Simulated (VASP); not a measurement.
# Al in VASP: notebook

Runs on Al. Level: PBE. Tasks: single point.

Program: VASP 6.6.1. These are calculated values, not measurements. Logs are shortened: lines on timing, memory, paths and dates and some standing lists are left out, and cuts for length are marked.

### Step 1. The cell of the first run

The structure is orthorhombic, space group Cmcm (No. 63). Conventional cell: a = 4.575 Å, b = 3.235 Å, c = 4.575 Å, α = 90.00°, β = 90.00°, γ = 90.00°. Within 3.6 Å of Al (site symmetry m2m) lie 14 Al at 2.70 to 3.24 Å.

### Step 2. Single point, PBE (mode 1 frozen in at +0.000 Å and mode 5 at -0.092 Å (largest displacements))

The input, INCAR:

```
ALGO = Normal
EDIFF = 1E-6
ENCUT = 520
GGA = PE
ISIF = 2
ISMEAR = 0
LASPH = True
LCHARG = True
LELF = True
LREAL = False
LVHAR = True
LWAVE = False
NBANDS = 10
NELM = 100
PREC = Accurate
SIGMA = 0.15
```

The input, KPOINTS:

```
k-points
0
Gamma
  20 20 12
```

The input, POSCAR:

```
Al
1.0
   -1.6175102401      1.6175102401      1.6175102401
    1.6175102401     -1.6175102401      1.6175102401
    3.2350204801      3.2350204801      0.0000000000
Al
2
Direct
   -0.0285005924     -0.0285005924      0.0000000000
    0.5285005924      0.5285005924      0.5000000000
```

Potentials or basis: VASP PAW PBE potentials, release 64 (Al).

Command:

```
$ cat potpaw_PBE.64/Al/POTCAR > POTCAR
$ mpirun -np 1 vasp_std > vasp.out
```

OUTCAR:

```text
EDIFF = 1E-6
   ENCUT = 520
   GGA = PE
   ISIF = 2
   ISMEAR = 0
   LASPH = True
   LREAL = False
   NELM = 100
   PREC = Accurate

 ion  position               nearest neighbor table
   1  0.971  0.971  0.000-   2 2.70   2 2.70   2 2.91   2 2.91   2 3.24   2 3.24   2 3.24   2 3.24

   2  0.529  0.529  0.500-   1 2.70   1 2.70   1 2.91   1 2.91   1 3.24   1 3.24   1 3.24   1 3.24

  LATTYP: Found a base centered orthorhombic cell.
 ALAT       =     3.2350204802
 B/A-ratio  =     1.4142135624
 C/A-ratio  =     1.4142135623

  Lattice vectors:

 A1 = (  -1.6175102401,   1.6175102401,   1.6175102401)
 A2 = (   1.6175102401,  -1.6175102401,   1.6175102401)
 A3 = (   3.2350204801,   3.2350204801,   0.0000000000)

Analysis of symmetry for initial positions (statically):
=====================================================================
 Subroutine PRICEL returns:
 Original cell was already a primitive cell.

 Routine SETGRP: Setting up the symmetry group for a
 base centered orthorhombic supercell.

 Subroutine GETGRP returns: Found  8 space group operations
 (whereof  4 operations were pure point group operations)
 out of a pool of  8 trial point group operations.

The static configuration has the point symmetry C_2v.
 The point group associated with its full space group is D_2h.

Analysis of symmetry for dynamics (positions and initial velocities):
=====================================================================
 Subroutine PRICEL returns:
 Original cell was already a primitive cell.

 Routine SETGRP: Setting up the symmetry group for a
 base centered orthorhombic supercell.

 Subroutine GETGRP returns: Found  8 space group operations
 (whereof  4 operations were pure point group operations)
 out of a pool of  8 trial point group operations.

The dynamic configuration has the point symmetry C_2v.
 The point group associated with its full space group is D_2h.

 Subroutine INISYM returns: Found  8 space group operations
 (whereof  4 operations are pure point group operations),
 and found     1 'primitive' translations

----------------------------------------------------------------------------------------

                                     Primitive cell

  volume of cell :      33.8556

  direct lattice vectors                    reciprocal lattice vectors
    -1.617510240  1.617510240  1.617510240    -0.154558527  0.154558527  0.309117054
     1.617510240 -1.617510240  1.617510240     0.154558527 -0.154558527  0.309117054
     3.235020480  3.235020480  0.000000000     0.154558527  0.154558527  0.000000000

  length of vectors
     2.801609918  2.801609918  4.575009838     0.378589526  0.378589526  0.218578765

  position of ions in fractional coordinates (direct lattice)
     0.971499408  0.971499408  0.000000000
     0.528500592  0.528500592  0.500000000

  ion indices of the primitive-cell ions
   primitive index   ion index
                 1           1
                 2           2

----------------------------------------------------------------------------------------

 KPOINTS: k-points

Automatic generation of k-mesh.
 Grid dimensions read from file:
 generate k-points for:   20   20   12

 Generating k-lattice:

  Cartesian coordinates                     Fractional coordinates (reciprocal lattice)
    -0.007727926  0.007727926  0.015455853     0.050000000  0.000000000  0.000000000
     0.007727926 -0.007727926  0.015455853     0.000000000  0.050000000  0.000000000
     0.012879877  0.012879877  0.000000000     0.000000000  0.000000000  0.083333333

  Length of vectors
     0.018929476  0.018929476  0.018214897

  Shift w.r.t. Gamma in fractional coordinates (k-lattice)
     0.000000000  0.000000000  0.000000000

 Subroutine IBZKPT returns following result:
 ===========================================

 Found    777 irreducible k-points:

 Following reciprocal coordinates:
            Coordinates               Weight
  0.000000  0.000000  0.000000      1.000000
  0.050000  0.000000  0.000000      4.000000
  0.100000  0.000000  0.000000      4.000000
  0.150000  0.000000  0.000000      4.000000
  0.200000  0.000000  0.000000      4.000000
  0.250000  0.000000  0.000000      4.000000
[... 16 lines left out ...]
 -0.400000  0.050000  0.000000      4.000000
 -0.350000  0.050000  0.000000      4.000000
 [... further k-points ...]
   k-points           NKPTS =    777   k-points in BZ     NKDIM =    777   number of bands    NBANDS=     10
   number of dos      NEDOS =    301   number of ions     NIONS =      2
   total plane-waves  NPLWV =  20736
   dimension x,y,z NGX =    24 NGY =   24 NGZ =   36
   dimension x,y,z NGXF=    48 NGYF=   48 NGZF=   72
   ions per type =               2
   NGX,Y,Z   is equivalent  to a cutoff of  14.24, 14.24, 13.08 a.u.
   NGXF,Y,Z  is equivalent  to a cutoff of  28.48, 28.48, 26.16 a.u.
 SYSTEM =  unknown system
   PREC   = accura    normal or accurate (medium, high low for compatibility)
   ISTART =      0    job   : 0-new  1-cont  2-samecut
   ICHARG =      2    charge: 1-file 2-atom 10-const
   ISPIN  =      1    spin polarized calculation?
   LNONCOLLINEAR =      F non collinear calculations
   LSORBIT =      F    spin-orbit coupling
   LASPH  =      T    aspherical Exc in radial PAW
   ENCUT  =  520.0 eV  38.22 Ry    6.18 a.u.   5.21  5.21  8.51*2*pi/ulx,y,z
   NELM   =    100;   NELMIN=  2; NELMDL= -5     # of ELM steps
   EDIFF  = 0.1E-05   stopping-criterion for ELM
   LREAL  =      F    real-space projection
   EDIFFG = 0.1E-04   stopping-criterion for IOM
   NSW    =      0    number of steps for IOM
   IBRION =     -1    ionic relax: 0-MD 1-quasi-New 2-CG
   NFREE  =      0    steps in history (QN), initial steepest desc. (CG)
   ISIF   =      2    stress and relaxation
   ISYM   =      2    0-nonsym 1-usesym 2-fastsym
   POTIM  = 0.5000    time-step for ionic-motion
   TEBEG  =    0.0;   TEEND  =   0.0 temperature during run
   PSTRESS=    0.0 pullay stress
   NELECT =       6.0000    total number of electrons
   NUPDOWN=      -1.0000    fix difference up-down
   EMIN   =  10.00;   EMAX   =-10.00  energy-range for DOS
   EFERMI =   0.00;   METHOD = LEGACY
   ISMEAR =     0;   SIGMA  =   0.15  broadening in eV -4-tet -1-fermi 0-gaus
   EFERMI_NEDOS =   21; number of points for ismear=-14 and -15
   IALGO  =     38    algorithm
   IMIX   =      4    mixing-type and parameters
     AMIX     =   0.40;   BMIX     =  1.00
     AMIX_MAG =   1.60;   BMIX_MAG =  1.00
  volume/ion in A,a.u.               =      16.93       114.23
  Fermi-wavevector in a.u.,A,eV,Ry     =   0.919563  1.737722 11.505037  0.845596
  Thomas-Fermi vector in A             =   2.044771
   LORBIT       =      0    0 simple, 1 ext, 2 COOP (PROOUT), +10 PAW based schemes
   GGA     = PE    functional components
   LHFCALC =     F    Hartree Fock is set to
   AEXX    =    0.0000 exact exchange contribution
   IVDW    =     0    specifies the selected vdW correction
   LEPSILON=     F    determine dielectric tensor
   LRPA    =     F    only Hartree local field effects (RPA)
 non-spin polarized calculation
 Gauss-broadening in eV      SIGMA  =   0.15
  energy-cutoff  :      520.00
  volume of cell :       33.86
 maximum number of plane-waves:       928
 NGX is ok and might be reduce to    24
   NGX = 11   NGY = 11   NGZ = 17

 number of electron       6.0000000 magnetization

 Free energy of the ion-electron system (eV)
  ---------------------------------------------------
  ext. energy  EPLUGINS =         0.00000000
  ---------------------------------------------------
  free energy    TOTEN  =        -7.27169912 eV

  energy without entropy =       -7.26211570  energy(sigma->0) =       -7.26690741

 E-fermi :   7.7164     XC(G=0): -10.1063

 val. band max:        7.7162047227   @ k =   0.2000   0.1500   0.1667
 cond. band min:       7.7227387164   @ k =   0.5000   0.3500   0.5000
 fundamental gap:      0.0065339937
 Fermi energy:         7.7164482996

 k-point     1 :       0.0000    0.0000    0.0000
  band No.  band energies     occupation
      1      -3.2212      2.00000
      2       3.5017      2.00000
      3       3.9042      2.00000
      4      15.7256      0.00000
      5      15.9693      0.00000
      6      17.4513      0.00000
      7      18.6884      0.00000
      8      20.8625      0.00000
      9      20.9193      0.00000
     10      20.9617      0.00000

 k-point     2 :       0.0500    0.0000    0.0000
  band No.  band energies     occupation
      1      -3.1681      2.00000
      2       3.5509      2.00000
      3       3.9562      2.00000
      4      14.6692      0.00000
      5      15.9107      0.00000
      6      17.9333      0.00000
      7      19.4123      0.00000
      8      20.2405      0.00000
      9      20.2627      0.00000
     10      20.6582      0.00000

 k-point     3 :       0.1000    0.0000    0.0000
  band No.  band energies     occupation
      1      -3.0091      2.00000
      2       3.6985      2.00000
      3       4.1121      2.00000
      4      13.0691      0.00000
      5      15.6108      0.00000
      6      18.3860      0.00000
      7      18.9885      0.00000
      8      19.2563      0.00000
      9      20.0443      0.00000
     10      20.9063      0.00000

 k-point     4 :       0.1500    0.0000    0.0000
  band No.  band energies     occupation
      1      -2.7444      2.00000
      2       3.9445      2.00000
      3       4.3705      2.00000
      4      11.4387      0.00000
      5      15.2945      0.00000
      6      17.5184      0.00000
      7      17.5203      0.00000
      8      19.1250      0.00000
      9      19.7585      0.00000
     10      21.5403      0.00000

 k-point     5 :       0.2000    0.0000    0.0000
  band No.  band energies     occupation
      1      -2.3747      2.00000
      2       4.2890      2.00000
      3       4.7288      2.00000
      4       9.8577      0.00000
      5      15.0310      0.00000
      6      16.0189      0.00000
      7      16.1971      0.00000
      8      18.4420      0.00000
      9      20.5147      0.00000
     10      21.5349      0.00000

 k-point     6 :       0.2500    0.0000    0.0000
  band No.  band energies     occupation
      1      -1.9006      2.00000
      2       4.7317      2.00000
      3       5.1795      2.00000
      4       8.3556      0.00000
      5      14.5549      0.00000
      6      14.8431      0.00000
      7      14.8605      0.00000
      8      17.7352      0.00000
      9      21.2132      0.00000
     10      21.3577      0.00000
[... 183 lines left out ...]
 k-point    21 :       0.5000    0.0500    0.0000
  band No.  band energies     occupation
      1       1.6874      2.00000
      2       2.3992      2.00000
      3       8.0536      0.00148
      4       8.7265      0.00000
      5       8.9291      0.00000
      6       9.4026      0.00000
      7      13.7092      0.00000
      8      16.7764      0.00000
      9      20.1527      0.00000
     10      20.7180      0.00000

 k-point    22 :      -0.4500    0.0500    0.0000
  band No.  band energies     occupation
      1       0.7550      2.00000
      2       3.4860      2.00000
      3       7.2261      2.00000
      4       7.8361      0.25923
      5       9.9209      0.00000
      6      10.4420      0.00000
      7      14.0957      0.00000
      8      16.5677      0.00000
      9      20.5479      0.00000
     10      21.0696      0.00000

 k-point    23 :      -0.4000    0.0500    0.0000
  band No.  band energies     occupation
      1      -0.0895      2.00000
      2       4.6597      2.00000
      3       6.4333      2.00000
      4       7.0447      2.00000
      5      11.0723      0.00000
      6      11.5673      0.00000
      7      14.5706      0.00000
      8      16.4419      0.00000
      9      21.0383      0.00000
     10      21.4849      0.00000

 k-point    24 :      -0.3500    0.0500    0.0000
  band No.  band energies     occupation
      1      -0.8354      2.00000
      2       5.7312      2.00000
      3       5.7515      2.00000
      4       6.5187      2.00000
      5      12.3256      0.00000
      6      12.7665      0.00000
      7      15.1306      0.00000
      8      16.4000      0.00000
      9      21.6182      0.00000
     10      21.6446      0.00000

 [... further k-points ...]
[... 5 lines left out ...]
  --------------------------------------------------------------------------------------
  -------------------------------------------------------------------------------------
  Total        0.1532490      0.1532490      0.0293560      0.1104799      0.0000000     -0.0000000
  in kB        7.2523220      7.2523220      1.3892353      5.2283281      0.0000000     -0.0000000
  external PRESSURE =       5.2979598 kB  Pullay stress =       0.0000000 kB

 VOLUME and BASIS-vectors are now :
 -----------------------------------------------------------------------------
  energy-cutoff  :      520.00
  volume of cell :       33.86
      direct lattice vectors                 reciprocal lattice vectors
    -1.617510240  1.617510240  1.617510240    -0.154558527  0.154558527  0.309117054
     1.617510240 -1.617510240  1.617510240     0.154558527 -0.154558527  0.309117054
     3.235020480  3.235020480  0.000000000     0.154558527  0.154558527  0.000000000

 POSITION                                       TOTAL-FORCE (eV/Angst)
 -----------------------------------------------------------------------------------
      0.00000      0.00000      3.14282        -0.000000     -0.000000      0.360539
      1.61751      1.61751      1.70971         0.000000      0.000000     -0.360539
 -----------------------------------------------------------------------------------
    total drift:                                0.000000      0.000000     -0.000000

  FREE ENERGIE OF THE ION-ELECTRON SYSTEM (eV)
  ---------------------------------------------------
  free  energy   TOTEN  =        -7.2716991248 eV

  energy  without entropy=       -7.2621157004  energy(sigma->0) =       -7.26690741
```

It took 91 s on 1 thread of AMD EPYC 9R45 (Zen 5), shared host; peak memory 0.29 GiB.

Results:

| Quantity | Value |
| --- | --- |
| Free energy | -7.2717 eV |
| Pressure | 0.5 GPa |
| Largest force | 0.361 eV/Å |
| Band gap on the k mesh | zero (band 3 reaches 12.63 eV, above the bottom of band 4 at 3.92 eV) |

Forces on the atoms (eV/Å):
```
Al   0.000  0.000  0.361
Al   0.000  0.000 -0.361
```

Caveat: the cell differs from its parent crystal (mode 1 frozen in at +0.000 Å and mode 5 at -0.092 Å (largest displacements)).

### Step 3. Single point, PBE (mode 1 frozen in at -0.447 Å and mode 5 at -0.061 Å (largest displacements))

The input, INCAR:

```
SYSTEM = Al
PREC = Accurate ; ENCUT = 520
EDIFF = 1E-6 ; ISMEAR = 0
SIGMA = 0.15 ; LREAL = .FALSE.
LASPH = .TRUE. ; NELM = 60
ALGO = Fast ; ISIF = 2
LWAVE = .FALSE. ; LCHARG = .FALSE.
GGA = PE ; NBANDS = 10
```

The input, KPOINTS:

```
regular mesh
0
G
  20 20 12
  0 0 0
```

The input, POSCAR:

```
Al
1.0
   -1.6175102401      1.6175102401      1.6175102401
    1.6175102401     -1.6175102401      1.6175102401
    3.2350204801      3.2350204801      0.0000000000
Al
2
Direct
    0.0786940091     -0.1167154067      0.0000000000
    0.4213059909      0.6167154067      0.5000000000
```

Potentials or basis: VASP PAW PBE potentials, release 64 (Al).

Command:

```
$ cat potpaw_PBE.64/Al/POTCAR > POTCAR
$ mpirun -np 1 vasp_std > vasp.out
```

OUTCAR:

```text
SYSTEM = Al
   PREC = Accurate
   ENCUT = 520
   EDIFF = 1E-6
   ISMEAR = 0
   LREAL = .FALSE.
   LASPH = .TRUE.
   NELM = 60
   ISIF = 2
   GGA = PE

 ion  position               nearest neighbor table
   1  0.079  0.883  0.000-   2 2.68   2 2.68   2 2.87   2 2.87   2 3.01   2 3.01
   2  0.421  0.617  0.500-   1 2.68   1 2.68   1 2.87   1 2.87   1 3.01   1 3.01

  LATTYP: Found a base centered orthorhombic cell.
 ALAT       =     3.2350204802
 B/A-ratio  =     1.4142135624
 C/A-ratio  =     1.4142135623

  Lattice vectors:

 A1 = (  -1.6175102401,   1.6175102401,   1.6175102401)
[... 496 lines left out ...]
      8      19.9774      0.00000
      9      20.2111      0.00000
     10      20.3987      0.00000

 [... further k-points ...]
[... 5 lines left out ...]
  --------------------------------------------------------------------------------------
  -------------------------------------------------------------------------------------
  Total        0.7859924      0.7859924     -0.5944892     -0.0403611      0.0176512     -0.0176512
  in kB       37.1961342     37.1961342    -28.1334788     -1.9100423      0.8353199     -0.8353199
  external PRESSURE =      15.4195965 kB  Pullay stress =       0.0000000 kB

 VOLUME and BASIS-vectors are now :
 -----------------------------------------------------------------------------
  energy-cutoff  :      520.00
  volume of cell :       33.86
      direct lattice vectors                 reciprocal lattice vectors
    -1.617510240  1.617510240  1.617510240    -0.154558527  0.154558527  0.309117054
     1.617510240 -1.617510240  1.617510240     0.154558527 -0.154558527  0.309117054
     3.235020480  3.235020480  0.000000000     0.154558527  0.154558527  0.000000000

 POSITION                                       TOTAL-FORCE (eV/Angst)
 -----------------------------------------------------------------------------------
      1.30143     -1.30143      1.55601         0.236547     -0.236547      0.070779
      1.93359      1.30143      1.67901        -0.236547      0.236547     -0.070779
 -----------------------------------------------------------------------------------
    total drift:                                0.000000      0.000000     -0.000000

  FREE ENERGIE OF THE ION-ELECTRON SYSTEM (eV)
  ---------------------------------------------------
  free  energy   TOTEN  =        -7.3140349567 eV

  energy  without entropy=       -7.3039717925  energy(sigma->0) =       -7.30900337
```

OSZICAR:

```text
N       E                     dE             d eps       ncg     rms          rms(c)
DAV:   1    -0.836823130376E-01   -0.83682E-01   -0.22113E+03 28288   0.453E+02
DAV:   2    -0.719659711927E+01   -0.71129E+01   -0.68741E+01 36718   0.543E+01
DAV:   3    -0.735875162514E+01   -0.16215E+00   -0.16064E+00 37236   0.658E+00
DAV:   4    -0.735950521921E+01   -0.75359E-03   -0.75348E-03 33990   0.497E-01
DAV:   5    -0.735951171579E+01   -0.64966E-05   -0.64964E-05 34082   0.461E-02    0.182E+00
RMM:   6    -0.733251339692E+01    0.26998E-01   -0.27046E-03 28673   0.297E-01    0.107E+00
RMM:   7    -0.731410752214E+01    0.18406E-01   -0.77717E-03 29873   0.491E-01    0.139E-01
RMM:   8    -0.731403382201E+01    0.73700E-04   -0.37114E-04 31230   0.130E-01    0.184E-02
RMM:   9    -0.731403599045E+01   -0.21684E-05   -0.56290E-05 32686   0.509E-02    0.243E-02
RMM:  10    -0.731403735190E+01   -0.13615E-05   -0.12040E-05 32987   0.238E-02    0.268E-02
RMM:  11    -0.731403495215E+01    0.23998E-05   -0.38268E-06 32280   0.113E-02    0.978E-03
RMM:  12    -0.731403495666E+01   -0.45129E-08   -0.71917E-07 23916   0.607E-03
   1 F= -.73140350E+01 E0= -.73090034E+01  d E =-.100632E-01
```

Run time: 1.9 min. Hardware: 1 thread of Intel Xeon 6975P-C (Granite Rapids), shared host; peak memory 0.46 GiB.

What came out:

| Property | Result |
| --- | --- |
| Free energy | -7.3140 eV |
| Pressure | 1.5 GPa |
| Largest force | 0.342 eV/Å |
| Band gap on the k mesh | zero (band 3 reaches 12.64 eV, above the bottom of band 4 at 3.98 eV) |

Forces in eV/Å, atoms in the order of the input:
```
Al   0.237 -0.237  0.071
Al  -0.237  0.237 -0.071
```

Caveat: the cell differs from its parent crystal (mode 1 frozen in at -0.447 Å and mode 5 at -0.061 Å (largest displacements)).
